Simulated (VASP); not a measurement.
# C (Fd-3m) in VASP: notebook

C is run at these levels: PBEsol; tasks: single point.

Everything below comes from runs of VASP 6.6.1. Logs are shortened: lines on timing, memory, paths and dates and some standing lists are left out, and cuts for length are marked.

### Step 1. The cell of the first run

It takes space group Fd-3m (No. 227, cubic). The conventional cell has a = 3.567 Å, b = 3.567 Å, c = 3.567 Å, α = 90.00°, β = 90.00°, γ = 90.00°. Within 2.1 Å of C (site symmetry -43m) lie 4 C at 1.54 Å.

### Step 2. Single point, PBEsol

File INCAR:

```
PREC = Accurate
ENCUT = 600
EDIFF = 1E-6
ISMEAR = 0
SIGMA = 0.1
LREAL = False
LASPH = True
NELM = 120
ALGO = Normal
ISIF = 2
LWAVE = False
LCHARG = False
GGA = PS
NBANDS = 11
GGA_COMPAT = False
```

File KPOINTS:

```
regular mesh
0
Gamma
  8 8 8
```

File POSCAR:

```
C
1.0
    0.0000000000      1.7835000000      1.7835000000
    1.7835000000      0.0000000000      1.7835000000
    1.7835000000      1.7835000000      0.0000000000
C
2
Direct
    0.0000000000      0.0000000000      0.0000000000
    0.2500000000      0.2500000000      0.2500000000
```

Potentials or basis: VASP PAW PBE potentials, release 64 (C).

The run is started by

```bash
$ cat potpaw_PBE.64/C/POTCAR > POTCAR
$ mpirun -np 1 vasp_std > vasp.out
```

OUTCAR:

```text
PREC = Accurate
   ENCUT = 600
   EDIFF = 1E-6
   ISMEAR = 0
   LREAL = False
   LASPH = True
   NELM = 120
   ISIF = 2
   GGA = PS

 ion  position               nearest neighbor table
   1  0.000  0.000  0.000-   2 1.54   2 1.54   2 1.54   2 1.54
   2  0.250  0.250  0.250-   1 1.54   1 1.54   1 1.54   1 1.54

  LATTYP: Found a face centered cubic cell.
 ALAT       =     3.5670000000

  Lattice vectors:

 A1 = (   0.0000000000,   1.7835000000,   1.7835000000)
 A2 = (   1.7835000000,   0.0000000000,   1.7835000000)
 A3 = (   1.7835000000,   1.7835000000,   0.0000000000)

Analysis of symmetry for initial positions (statically):
=====================================================================
 Subroutine PRICEL returns:
 Original cell was already a primitive cell.

 Routine SETGRP: Setting up the symmetry group for a
 face centered cubic supercell.

 Subroutine GETGRP returns: Found 48 space group operations
 (whereof 24 operations were pure point group operations)
 out of a pool of 48 trial point group operations.

The static configuration has the point symmetry T_d .
 The point group associated with its full space group is O_h .

Analysis of symmetry for dynamics (positions and initial velocities):
=====================================================================
 Subroutine PRICEL returns:
 Original cell was already a primitive cell.

 Routine SETGRP: Setting up the symmetry group for a
 face centered cubic supercell.

 Subroutine GETGRP returns: Found 48 space group operations
 (whereof 24 operations were pure point group operations)
 out of a pool of 48 trial point group operations.

The dynamic configuration has the point symmetry T_d .
 The point group associated with its full space group is O_h .

 Subroutine INISYM returns: Found 48 space group operations
 (whereof 24 operations are pure point group operations),
 and found     1 'primitive' translations

----------------------------------------------------------------------------------------

                                     Primitive cell

  volume of cell :      11.3462

  direct lattice vectors                    reciprocal lattice vectors
     0.000000000  1.783500000  1.783500000    -0.280347631  0.280347631  0.280347631
     1.783500000  0.000000000  1.783500000     0.280347631 -0.280347631  0.280347631
     1.783500000  1.783500000  0.000000000     0.280347631  0.280347631 -0.280347631

  length of vectors
[... 84 lines left out ...]
   EDIFFG = 0.1E-04   stopping-criterion for IOM
   NSW    =      0    number of steps for IOM
   IBRION =     -1    ionic relax: 0-MD 1-quasi-New 2-CG
   NFREE  =      0    steps in history (QN), initial steepest desc. (CG)
   ISIF   =      2    stress and relaxation
   ISYM   =      2    0-nonsym 1-usesym 2-fastsym
   POTIM  = 0.5000    time-step for ionic-motion
   TEBEG  =    0.0;   TEEND  =   0.0 temperature during run
   PSTRESS=    0.0 pullay stress
   NELECT =       8.0000    total number of electrons
   NUPDOWN=      -1.0000    fix difference up-down
   EMIN   =  10.00;   EMAX   =-10.00  energy-range for DOS
   EFERMI =   0.00;   METHOD = LEGACY
   ISMEAR =     0;   SIGMA  =   0.10  broadening in eV -4-tet -1-fermi 0-gaus
   EFERMI_NEDOS =   21; number of points for ismear=-14 and -15
   IALGO  =     38    algorithm
   IMIX   =      4    mixing-type and parameters
     AMIX     =   0.40;   BMIX     =  1.00
     AMIX_MAG =   1.60;   BMIX_MAG =  1.00
  volume/ion in A,a.u.               =       5.67        38.28
  Fermi-wavevector in a.u.,A,eV,Ry     =   1.457097  2.753514 28.886949  2.123131
  Thomas-Fermi vector in A             =   2.573938
   LORBIT       =      0    0 simple, 1 ext, 2 COOP (PROOUT), +10 PAW based schemes
   GGA     = PS    functional components
   LHFCALC =     F    Hartree Fock is set to
   AEXX    =    0.0000 exact exchange contribution
   IVDW    =     0    specifies the selected vdW correction
   LEPSILON=     F    determine dielectric tensor
   LRPA    =     F    only Hartree local field effects (RPA)
 non-spin polarized calculation
 Gauss-broadening in eV      SIGMA  =   0.10
  energy-cutoff  :      600.00
  volume of cell :       11.35
 maximum number of plane-waves:       392
   NGX =  9   NGY =  9   NGZ =  9

 number of electron       7.9999999 magnetization

 Free energy of the ion-electron system (eV)
  ---------------------------------------------------
  ext. energy  EPLUGINS =         0.00000000
  ---------------------------------------------------
  free energy    TOTEN  =       -19.25228180 eV

  energy without entropy =      -19.25228180  energy(sigma->0) =      -19.25228180

 E-fermi :  10.2729     XC(G=0): -13.4316

 val. band max:        9.7053586800   @ k =   0.0000   0.0000   0.0000
 cond. band min:      13.7097410501   @ k =   0.3750   0.3750   0.0000
 fundamental gap:      4.0043823701
 Fermi energy:        10.2729264431

 k-point     1 :       0.0000    0.0000    0.0000
  band No.  band energies     occupation
      1     -11.8131      2.00000
      2       9.7054      2.00000
      3       9.7054      2.00000
      4       9.7054      2.00000
      5      15.2441      0.00000
      6      15.2441      0.00000
      7      15.2441      0.00000
      8      23.0686      0.00000
      9      28.6605      0.00000
     10      36.1712      0.00000
     11      36.1712      0.00000
[... 309 lines left out ...]
 k-point    24 :      -0.3750    0.2500    0.1250
  band No.  band energies     occupation
      1      -4.9720      2.00000
      2      -2.7322      2.00000
      3       3.3672      2.00000
      4       4.9797      2.00000
      5      17.8655      0.00000
      6      19.0992      0.00000
      7      22.7470      0.00000
      8      24.4898      0.00000
      9      27.7946      0.00000
     10      33.4741      0.00000
     11      35.8549      0.00000

 [... further k-points ...]
[... 5 lines left out ...]
  --------------------------------------------------------------------------------------
  -------------------------------------------------------------------------------------
  Total       -0.3182308     -0.3182308     -0.3182308      0.0000000     -0.0000000      0.0000000
  in kB      -44.9369370    -44.9369370    -44.9369370      0.0000000     -0.0000000      0.0000000
  external PRESSURE =     -44.9369370 kB  Pullay stress =       0.0000000 kB

 VOLUME and BASIS-vectors are now :
 -----------------------------------------------------------------------------
  energy-cutoff  :      600.00
  volume of cell :       11.35
      direct lattice vectors                 reciprocal lattice vectors
     0.000000000  1.783500000  1.783500000    -0.280347631  0.280347631  0.280347631
     1.783500000  0.000000000  1.783500000     0.280347631 -0.280347631  0.280347631
     1.783500000  1.783500000  0.000000000     0.280347631  0.280347631 -0.280347631

 POSITION                                       TOTAL-FORCE (eV/Angst)
 -----------------------------------------------------------------------------------
      0.00000      0.00000      0.00000        -0.000000     -0.000000     -0.000000
      0.89175      0.89175      0.89175         0.000000      0.000000      0.000000
 -----------------------------------------------------------------------------------
    total drift:                                0.000000      0.000000      0.000000

  FREE ENERGIE OF THE ION-ELECTRON SYSTEM (eV)
  ---------------------------------------------------
  free  energy   TOTEN  =       -19.2522817974 eV

  energy  without entropy=      -19.2522817974  energy(sigma->0) =      -19.25228180
```

stdout:

```text
POSCAR found type information on POSCAR C
 POSCAR found :  1 types and       2 ions
 scaLAPACK will be used
 -----------------------------------------------------------------------------
|                                                                             |
|                                                                             |
|     You enforced a specific xc type in the INCAR file but a different       |
|     I HOPE YOU KNOW WHAT YOU ARE DOING!                                     |
|                                                                             |
 -----------------------------------------------------------------------------

 LDA part: xc-table for (Slater+PW92), standard interpolation
 POSCAR, INCAR and KPOINTS ok, starting setup
 FFT: planning ... GRIDC
 FFT: planning ... GRID_SOFT
 FFT: planning ... GRID
 WAVECAR not read
 entering main loop
```

Wall time 6.8 s (1 thread of Intel Xeon 8259CL, shared host); peak memory 0.12 GiB.

What came out:

- Free energy: -19.2523 eV
- Pressure: -4.5 GPa
- Band gap on the k mesh: 4.00 eV, indirect (least direct gap 5.54 eV)

Levels at points of the mesh, in eV from the valence-band top:
```tsv
k point	band 1	band 2	band 3	band 4	band 5	band 6	band 7	band 8
(0.00, 0.00, 0.00)	-21.52	0.00	0.00	0.00	5.54	5.54	5.54	13.36
(0.50, 0.00, 0.00)	-15.69	-13.46	-2.81	-2.81	8.38	8.38	8.84	15.49
(0.50, 0.50, 0.00)	-12.78	-12.78	-6.34	-6.34	4.60	4.60	16.78	16.78
```

Caveat: the PAW data sets were made with another functional, which shifts forces and pressure a little. A k mesh can miss the band edges.

### Step 3. Single point, PBEsol

This run uses another cell than the first one, of 5.61 Å³/atom, 0.989 times its volume.

File INCAR:

```
PREC = Accurate
ENCUT = 600
EDIFF = 1E-6
ISMEAR = 0
SIGMA = 0.02
LREAL = F
LASPH = T
NELM = 120
ALGO = Normal
ISIF = 2
LWAVE = F
LCHARG = T
GGA = PS
LELF = T
LVHAR = T
NBANDS = 11
GGA_COMPAT = F
```

File KPOINTS:

```
regular mesh
0
Gamma
  10 10 10
```

File POSCAR:

```
C
1.0
    0.0000000000      1.7768325705      1.7768325705
    1.7768325705      0.0000000000      1.7768325705
    1.7768325705      1.7768325705      0.0000000000
C
2
Direct
    0.0000000000      0.0000000000      0.0000000000
    0.2500000000      0.2500000000      0.2500000000
```

Potentials or basis: VASP PAW PBE potentials, release 64 (C).

The run is started by

```bash
$ cat potpaw_PBE.64/C/POTCAR > POTCAR
$ mpirun -np 1 vasp_std > vasp.out
```

Wall time 9.2 s (1 thread of Intel Xeon 8259CL, shared host); peak memory 0.12 GiB.

Results (log left out):

```yaml
Free_energy: -19.2541 eV
Pressure: 0.5 GPa
Band_gap_on_the_k_mesh: 4.06 eV, indirect (least direct gap 5.57 eV)
```

Levels at points of the mesh, in eV from the valence-band top:
```
           k point  band 2  band 3  band 4  band 5  band 6  band 7
(0.00, 0.00, 0.00)    0.00    0.00    0.00    5.57    5.57    5.57
(0.50, 0.00, 0.00)  -13.59   -2.84   -2.84    8.43    8.43    8.99
(0.50, 0.50, 0.00)  -12.86   -6.41   -6.41    4.62    4.62   16.95
```

Caveat: the PAW data sets were made with another functional, which shifts forces and pressure a little. A k mesh can miss the band edges.

### Step 4. Single point, PBEsol

This run uses another cell than the first one, of 5.61 Å³/atom, 0.989 times its volume.

File INCAR:

```
SYSTEM = C
ALGO = Normal ; EDIFF = 1E-6
ENCUT = 600 ; GGA = PS
GGA_COMPAT = .False. ; ISIF = 2
ISMEAR = 0 ; LASPH = .True.
LCHARG = .True. ; LELF = .True.
LREAL = .False. ; LVHAR = .True.
LWAVE = .False. ; NBANDS = 11
NELM = 120 ; PREC = Accurate
SIGMA = 0.01
```

File KPOINTS:

```
k-points
0
Gamma
  10 10 10
  0 0 0
```

POSCAR is that of step 3.

The run is started by

```bash
$ cat potpaw_PBE.64/C/POTCAR > POTCAR
$ mpirun -np 1 vasp_std > vasp.out
```

It took 6.8 s on 1 thread of Intel Xeon 8259CL, shared host; peak memory 0.12 GiB.

The run converged. Its results:

| Property | Result |
| --- | --- |
| Free energy | -19.2541 eV |
| Pressure | 0.5 GPa |
| Band gap on the k mesh | 4.06 eV, indirect (least direct gap 5.57 eV) |

Levels at points of the mesh, in eV from the valence-band top:
```csv
k point,band 2,band 3,band 4,band 5,band 6,band 7
"(0.00, 0.00, 0.00)",0.00,0.00,0.00,5.57,5.57,5.57
"(0.50, 0.00, 0.00)",-13.59,-2.84,-2.84,8.43,8.43,8.99
"(0.50, 0.50, 0.00)",-12.86,-6.41,-6.41,4.62,4.62,16.95
```

Caveat: the PAW data sets were made with another functional, which shifts forces and pressure a little. A k mesh can miss the band edges.

### Step 5. Overview

| cell | k mesh | smearing | gap on the mesh (eV) | pressure (GPa) |
| --- | --- | --- | --- | --- |
| a = 2.522 Å, angles 60.0°, 2 atoms | 8 × 8 × 8 | gaussian 0.1 eV | 4.00 | -4.5 |
| a = 2.513 Å, angles 60.0°, 2 atoms | 10 × 10 × 10 | gaussian 0.02 eV | 4.06 | 0.5 |
| a = 2.513 Å, angles 60.0°, 2 atoms | 10 × 10 × 10 | gaussian 0.01 eV | 4.06 | 0.5 |

Alike in all rows: task single point; level PBEsol; potentials or basis VASP PAW PBE potentials, release 64 (C); no spin polarisation; cutoff (eV) 600.

Caveats: the PAW data sets were made with another functional, which shifts forces and pressure a little.

Absolute energies hang on the potentials; compare differences alone.
